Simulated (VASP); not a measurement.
# GaSb (I-4m2) in VASP: notebook, part 2 of 2

VASP 6.6.1. The steps go on from the part before.

## 4. Single point, PBEsol

This run uses another cell than the first one, of the same volume but with other edges.

INCAR

```
SYSTEM = GaSb
ALGO     = Normal         ! electronic algorithm
EDIFF    = 1E-6           ! SCF threshold, eV
ENCUT    = 520            ! plane-wave cutoff, eV
GGA      = PS             ! functional
ISIF     = 2              ! what is computed and relaxed
ISMEAR   = 0              ! smearing method
LASPH    = .True.         ! aspherical terms in the spheres
LCHARG   = .False.        ! write CHGCAR
LREAL    = .False.        ! projectors in reciprocal space
LWAVE    = .False.        ! write WAVECAR
NBANDS   = 16             ! bands
NELM     = 60             ! most SCF steps
PREC     = Accurate       ! precision mode
SIGMA    = 0.15           ! smearing width, eV
```

KPOINTS

```
k-points
0
Gamma
  16 16 16
  0 0 0
```

POSCAR

```
GaSb
1.0
    0.0000000000      2.6722826416      4.0084239624
    2.6722826416      0.0000000000      4.0084239624
    2.6722826416      2.6722826416      0.0000000000
Ga Sb
1 1
Direct
    0.0000000000      0.0000000000      0.0000000000
    0.7500000000      0.7500000000      0.7500000000
```

Potentials or basis: VASP PAW PBE potentials, release 64 (Ga_d, Sb).

Launch:

```sh
$ cat potpaw_PBE.64/Ga_d/POTCAR potpaw_PBE.64/Sb/POTCAR > POTCAR
$ mpirun -np 1 vasp_std > vasp.out
```

OUTCAR:

```text
SYSTEM = GaSb
   EDIFF = 1E-6
   ENCUT = 520
   GGA = PS
   ISIF = 2
   ISMEAR = 0
   LASPH = .True.
   LREAL = .False.
   NELM = 60
   PREC = Accurate

 ion  position               nearest neighbor table
   1  0.000  0.000  0.000-   2 2.75   2 2.75   2 2.75   2 2.75
   2  0.750  0.750  0.750-   1 2.75   1 2.75   1 2.75   1 2.75

  LATTYP: Found a body centered tetragonal cell.
 ALAT       =     3.7791783542
 C/A-ratio  =     2.1213203436

  Lattice vectors:

 A1 = (  -2.6722826416,   0.0000000000,   4.0084239624)
 A2 = (   2.6722826416,   0.0000000000,   4.0084239624)
 A3 = (   0.0000000000,   2.6722826416,  -4.0084239624)

Analysis of symmetry for initial positions (statically):
=====================================================================
 Subroutine PRICEL returns:
 Original cell was already a primitive cell.

 Routine SETGRP: Setting up the symmetry group for a
 body centered tetragonal supercell.

 Subroutine GETGRP returns: Found  8 space group operations
 (whereof  8 operations were pure point group operations)
 out of a pool of 16 trial point group operations.

The static configuration has the point symmetry D_2d.

Analysis of symmetry for dynamics (positions and initial velocities):
=====================================================================
 Subroutine PRICEL returns:
 Original cell was already a primitive cell.

 Routine SETGRP: Setting up the symmetry group for a
 body centered tetragonal supercell.

 Subroutine GETGRP returns: Found  8 space group operations
 (whereof  8 operations were pure point group operations)
 out of a pool of 16 trial point group operations.

The dynamic configuration has the point symmetry D_2d.

 Subroutine INISYM returns: Found  8 space group operations
 (whereof  8 operations are pure point group operations),
 and found     1 'primitive' translations

----------------------------------------------------------------------------------------

                                     Primitive cell

  volume of cell :      57.2491

  direct lattice vectors                    reciprocal lattice vectors
     0.000000000  2.672282642  4.008423962    -0.187105957  0.187105957  0.124737304
     2.672282642  0.000000000  4.008423962     0.187105957 -0.187105957  0.124737304
     2.672282642  2.672282642  0.000000000     0.187105957  0.187105957 -0.124737304

  length of vectors
     4.817526043  4.817526043  3.779178354     0.292534909  0.292534909  0.292534909

  position of ions in fractional coordinates (direct lattice)
     0.000000000  0.000000000  0.000000000
     0.750000000  0.750000000  0.750000000

  ion indices of the primitive-cell ions
   primitive index   ion index
                 1           1
                 2           2

----------------------------------------------------------------------------------------

 KPOINTS: k-points

Automatic generation of k-mesh.
 Grid dimensions read from file:
 generate k-points for:   16   16   16

 Generating k-lattice:

  Cartesian coordinates                     Fractional coordinates (reciprocal lattice)
    -0.011694122  0.011694122  0.007796082     0.062500000  0.000000000  0.000000000
     0.011694122 -0.011694122  0.007796082     0.000000000  0.062500000  0.000000000
     0.011694122  0.011694122 -0.007796082    -0.000000000 -0.000000000  0.062500000

  Length of vectors
     0.018283432  0.018283432  0.018283432

  Shift w.r.t. Gamma in fractional coordinates (k-lattice)
     0.000000000  0.000000000  0.000000000

 Subroutine IBZKPT returns following result:
 ===========================================

 Found    349 irreducible k-points:

 Following reciprocal coordinates:
            Coordinates               Weight
  0.000000  0.000000  0.000000      1.000000
  0.062500  0.000000  0.000000      8.000000
  0.125000  0.000000  0.000000      8.000000
  0.187500  0.000000  0.000000      8.000000
  0.250000  0.000000  0.000000      8.000000
  0.312500  0.000000  0.000000      8.000000
[... 16 lines left out ...]
 -0.125000  0.062500  0.000000      8.000000
 -0.062500  0.062500  0.000000      4.000000
 [... further k-points ...]
   k-points           NKPTS =    349   k-points in BZ     NKDIM =    349   number of bands    NBANDS=     16
   number of dos      NEDOS =    301   number of ions     NIONS =      2
   total plane-waves  NPLWV =  36288
   dimension x,y,z NGX =    36 NGY =   36 NGZ =   28
   dimension x,y,z NGXF=    72 NGYF=   72 NGZF=   56
   ions per type =               1   1
   NGX,Y,Z   is equivalent  to a cutoff of  12.42, 12.42, 12.32 a.u.
   NGXF,Y,Z  is equivalent  to a cutoff of  24.85, 24.85, 24.63 a.u.
 SYSTEM =  GaSb
   PREC   = accura    normal or accurate (medium, high low for compatibility)
   ISTART =      0    job   : 0-new  1-cont  2-samecut
   ICHARG =      2    charge: 1-file 2-atom 10-const
   ISPIN  =      1    spin polarized calculation?
   LNONCOLLINEAR =      F non collinear calculations
   LSORBIT =      F    spin-orbit coupling
   LASPH  =      T    aspherical Exc in radial PAW
   ENCUT  =  520.0 eV  38.22 Ry    6.18 a.u.   8.96  8.96  7.03*2*pi/ulx,y,z
   NELM   =     60;   NELMIN=  2; NELMDL= -5     # of ELM steps
   EDIFF  = 0.1E-05   stopping-criterion for ELM
   LREAL  =      F    real-space projection
   EDIFFG = 0.1E-04   stopping-criterion for IOM
   NSW    =      0    number of steps for IOM
   IBRION =     -1    ionic relax: 0-MD 1-quasi-New 2-CG
   NFREE  =      0    steps in history (QN), initial steepest desc. (CG)
   ISIF   =      2    stress and relaxation
   ISYM   =      2    0-nonsym 1-usesym 2-fastsym
   POTIM  = 0.5000    time-step for ionic-motion
   TEBEG  =    0.0;   TEEND  =   0.0 temperature during run
   PSTRESS=    0.0 pullay stress
   NELECT =      18.0000    total number of electrons
   NUPDOWN=      -1.0000    fix difference up-down
   EMIN   =  10.00;   EMAX   =-10.00  energy-range for DOS
   EFERMI =   0.00;   METHOD = LEGACY
   ISMEAR =     0;   SIGMA  =   0.15  broadening in eV -4-tet -1-fermi 0-gaus
   EFERMI_NEDOS =   21; number of points for ismear=-14 and -15
   IALGO  =     38    algorithm
   IMIX   =      4    mixing-type and parameters
     AMIX     =   0.40;   BMIX     =  1.00
     AMIX_MAG =   1.60;   BMIX_MAG =  1.00
  volume/ion in A,a.u.               =      28.62       193.17
  Fermi-wavevector in a.u.,A,eV,Ry     =   1.113208  2.103657 16.860766  1.239231
  Thomas-Fermi vector in A             =   2.249790
   LORBIT       =      0    0 simple, 1 ext, 2 COOP (PROOUT), +10 PAW based schemes
   GGA     = PS    functional components
   LHFCALC =     F    Hartree Fock is set to
   AEXX    =    0.0000 exact exchange contribution
   IVDW    =     0    specifies the selected vdW correction
   LEPSILON=     F    determine dielectric tensor
   LRPA    =     F    only Hartree local field effects (RPA)
 non-spin polarized calculation
 Gauss-broadening in eV      SIGMA  =   0.15
  energy-cutoff  :      520.00
  volume of cell :       57.25
 maximum number of plane-waves:      1572
   NGX = 17   NGY = 17   NGZ = 15

 number of electron      17.9999993 magnetization

 Free energy of the ion-electron system (eV)
  ---------------------------------------------------
  ext. energy  EPLUGINS =         0.00000000
  ---------------------------------------------------
  free energy    TOTEN  =        -7.34891714 eV

  energy without entropy =       -7.32842434  energy(sigma->0) =       -7.33867074

 E-fermi :   4.9208     XC(G=0):  -9.4231

 val. band max:        4.9180563069   @ k =  -0.4375  -0.0000   0.1250
 cond. band min:       4.9254088322   @ k =  -0.4375  -0.0000   0.1875
 fundamental gap:      0.0073525253
 Fermi energy:         4.9207755912

 k-point     1 :       0.0000    0.0000    0.0000
  band No.  band energies     occupation
      1     -10.1894      2.00000
      2     -10.1524      2.00000
      3     -10.1524      2.00000
      4     -10.1467      2.00000
      5     -10.1301      2.00000
      6      -6.5943      2.00000
[... 8 lines left out ...]
     15      11.0340      0.00000
     16      11.5619      0.00000
[... 419 lines left out ...]
 k-point    24 :      -0.0625    0.0625    0.0000
  band No.  band energies     occupation
      1     -10.1854      2.00000
      2     -10.1584      2.00000
      3     -10.1517      2.00000
      4     -10.1434      2.00000
      5     -10.1316      2.00000
      6      -6.4580      2.00000
[... 8 lines left out ...]
     15      11.5977      0.00000
     16      12.7329      0.00000

 [... further k-points ...]

------------------------ aborting loop because EDIFF is reached ----------------------------------------

  FORCE on cell =-STRESS in cart. coord.  units (eV):
  Direction    XX          YY          ZZ          XY          YZ          ZX
  --------------------------------------------------------------------------------------
  -------------------------------------------------------------------------------------
  Total        0.6333828      0.6333828     -2.0628780      0.0000000     -0.0000000      0.0000000
  in kB       17.7259047     17.7259047    -57.7318787      0.0000000     -0.0000000      0.0000000
  external PRESSURE =      -7.4266898 kB  Pullay stress =       0.0000000 kB

 VOLUME and BASIS-vectors are now :
 -----------------------------------------------------------------------------
  energy-cutoff  :      520.00
  volume of cell :       57.25
      direct lattice vectors                 reciprocal lattice vectors
     0.000000000  2.672282642  4.008423962    -0.187105957  0.187105957  0.124737304
     2.672282642  0.000000000  4.008423962     0.187105957 -0.187105957  0.124737304
     2.672282642  2.672282642  0.000000000     0.187105957  0.187105957 -0.124737304

 POSITION                                       TOTAL-FORCE (eV/Angst)
 -----------------------------------------------------------------------------------
      0.00000      0.00000      0.00000         0.000000      0.000000     -0.000000
      4.00842      4.00842      6.01264        -0.000000     -0.000000      0.000000
 -----------------------------------------------------------------------------------
    total drift:                                0.000002      0.000002     -0.000001

  FREE ENERGIE OF THE ION-ELECTRON SYSTEM (eV)
  ---------------------------------------------------
  free  energy   TOTEN  =        -7.3489171448 eV

  energy  without entropy=       -7.3284243420  energy(sigma->0) =       -7.33867074
```

Wall time 6.7 min (1 thread of Intel Xeon 8259CL, shared host); peak memory 0.45 GiB.

What came out:

```yaml
Free_energy: -7.3489 eV
Pressure: -0.7 GPa
Band_gap_on_the_k_mesh: zero (bands 9 and 10 overlap by 1.20 eV)
```

Caveat: the stress differs along the axes, from -6 to 2 GPa; the PAW data sets were made with another functional, which shifts forces and pressure a little; spin-orbit coupling is left out, which moves the levels of the heavy elements.

## 5. Single point, PBEsol

This run uses another cell than the first one, of the same volume but with other edges.

INCAR

```
SYSTEM = GaSb
PREC = Accurate ; ENCUT = 520
EDIFF = 1E-6 ; ISMEAR = 0
SIGMA = 0.15 ; LREAL = .FALSE.
LASPH = .TRUE. ; NELM = 60
ALGO = Normal ; ISIF = 2
LWAVE = .FALSE. ; LCHARG = .TRUE.
GGA = PS ; LELF = .TRUE.
LVHAR = .TRUE. ; NBANDS = 16
```

KPOINTS

```
regular mesh
0
G
  16 16 16
  0 0 0
```

POSCAR

```
GaSb
1.0
    0.0000000000      3.1009093174      2.9768729447
    3.1009093174      0.0000000000      2.9768729447
    3.1009093174      3.1009093174      0.0000000000
Ga Sb
1 1
Direct
    0.0000000000      0.0000000000      0.0000000000
    0.7500000000      0.7500000000      0.7500000000
```

Launch:

```sh
$ cat potpaw_PBE.64/Ga_d/POTCAR potpaw_PBE.64/Sb/POTCAR > POTCAR
$ mpirun -np 1 vasp_std > vasp.out
```

It took 11 min on 1 thread of Intel Xeon 8259CL, shared host; peak memory 0.45 GiB.

Results (log left out):

```yaml
Free_energy: -8.1476 eV
Pressure: -0.1 GPa
Band_gap_on_the_k_mesh: 0.14 eV (least direct gap 0.17 eV)
```

Stress tensor (GPa, compression positive):
```
-0.64  0.00  0.00
 0.00 -0.64  0.00
 0.00  0.00  1.01
```

Levels at points of the mesh, in eV from the valence-band top:
```
           k point  band 6  band 7  band 8  band 9  band 10  band 11  band 12  band 13
(0.00, 0.00, 0.00)  -11.51   -0.08   -0.08   -0.03     0.14     2.68     2.80     2.80
(0.50, 0.00, 0.00)   -9.88   -6.40   -1.31   -1.01     0.32     3.60     3.85     6.33
(0.50, 0.50, 0.00)   -8.95   -6.71   -2.75   -2.75     0.63     1.00     8.68     8.68
(0.50, 0.00, 0.50)   -9.10   -6.90   -2.52   -2.49     0.94     1.24     8.54     8.58
```

Caveat: semilocal functionals underestimate gaps, and a narrow one can read as zero; the PAW data sets were made with another functional, which shifts forces and pressure a little; spin-orbit coupling is left out, which moves the levels of the heavy elements. A k mesh can miss the band edges.

## 6. Single point, PBEsol

This run uses another cell than the first one, of the same volume but with other edges.

INCAR

```
ALGO = Normal ; EDIFF = 1E-6
ENCUT = 520 ; GGA = PS
ISIF = 2 ; ISMEAR = 0
LASPH = True ; LCHARG = False
LREAL = False ; LWAVE = False
NBANDS = 16 ; NELM = 60
PREC = Accurate ; SIGMA = 0.15
```

KPOINTS

```
k-points
0
Gamma
  16 16 16
```

POSCAR

```
GaSb
1.0
    0.0000000000      3.1452140077      2.8935968871
    3.1452140077      0.0000000000      2.8935968871
    3.1452140077      3.1452140077      0.0000000000
Ga Sb
1 1
Direct
    0.0000000000      0.0000000000      0.0000000000
    0.7500000000      0.7500000000      0.7500000000
```

Potentials or basis: VASP PAW PBE potentials, release 64 (Ga_d, Sb).

Launch:

```sh
$ cat potpaw_PBE.64/Ga_d/POTCAR potpaw_PBE.64/Sb/POTCAR > POTCAR
$ mpirun -np 1 vasp_std > vasp.out
```

Run time: 5 min. Hardware: 1 thread of Intel Xeon Platinum 8259CL at 2.50GHz (Skylake/Cascade Lake), shared host; peak memory 0.45 GiB.

The run converged. Its results:

```yaml
Free_energy: -8.1234 eV
Pressure: -0.1 GPa
Band_gap_on_the_k_mesh: 0.19 eV (least direct gap 0.33 eV)
```

Stress tensor (GPa, compression positive):
```
-1.17  0.00  0.00
 0.00 -1.17  0.00
 0.00  0.00  1.90
```

Levels at points of the mesh, in eV from the valence-band top:
| k point | band 5 | band 6 | band 7 | band 8 | band 9 | band 10 | band 11 | band 12 | band 13 | band 14 |
| --- | --- | --- | --- | --- | --- | --- | --- | --- | --- | --- |
| (0.00, 0.00, 0.00) | -15.01 | -11.56 | -0.22 | -0.22 | -0.13 | 0.21 | 2.57 | 2.80 | 2.80 | 5.58 |
| (0.50, 0.00, 0.00) | -15.01 | -9.93 | -6.46 | -1.52 | -0.93 | 0.19 | 3.42 | 3.98 | 6.32 | 8.83 |
| (0.50, 0.50, 0.00) | -15.01 | -8.92 | -6.64 | -2.97 | -2.97 | 0.37 | 0.78 | 8.61 | 8.61 | 9.99 |
| (0.50, 0.00, 0.50) | -15.02 | -9.20 | -7.02 | -2.50 | -2.43 | 0.99 | 1.27 | 8.22 | 8.29 | 9.49 |

Caveat: semilocal functionals underestimate gaps, and a narrow one can read as zero; the PAW data sets were made with another functional, which shifts forces and pressure a little; spin-orbit coupling is left out, which moves the levels of the heavy elements. A k mesh can miss the band edges.

## 7. The runs side by side

| cell | gap on the mesh (eV) | pressure (GPa) |
| --- | --- | --- |
| a = 4.405, b = 4.405, c = 4.191 Å, angles 61.6, 61.6, 56.8°, 2 atoms | none | -0.1 |
| a = 4.212, b = 4.212, c = 4.994 Å, angles 53.6, 53.6, 72.7°, 2 atoms | none | -3.0 |
| a = 4.818, b = 4.818, c = 3.779 Å, angles 66.9, 66.9, 46.2°, 2 atoms | none | -0.7 |
| a = 4.299, b = 4.299, c = 4.385 Å, angles 59.3, 59.3, 61.3°, 2 atoms | 0.14 | -0.1 |
| a = 4.274, b = 4.274, c = 4.448 Å, angles 58.6, 58.6, 62.7°, 2 atoms | 0.19 | -0.1 |

Alike in all rows: task single point; level PBEsol; potentials or basis VASP PAW PBE potentials, release 64 (Ga_d, Sb); no spin polarisation; k mesh 16 × 16 × 16; cutoff (eV) 520; smearing gaussian 0.15 eV.

Caveats: the PAW data sets were made with another functional, which shifts forces and pressure a little; spin-orbit coupling is left out, which moves the levels of the heavy elements; semilocal functionals underestimate gaps, and a narrow one can read as zero (at least some runs); the cell stands under tension (at least some runs); the stress differs along the axes, from -6 to 2 GPa (at least some runs).

Total energies depend on the potentials used, so only differences within one code and one set of settings carry meaning.

The gap in the log of VASP goes by the Fermi energy; the results here count the filled bands.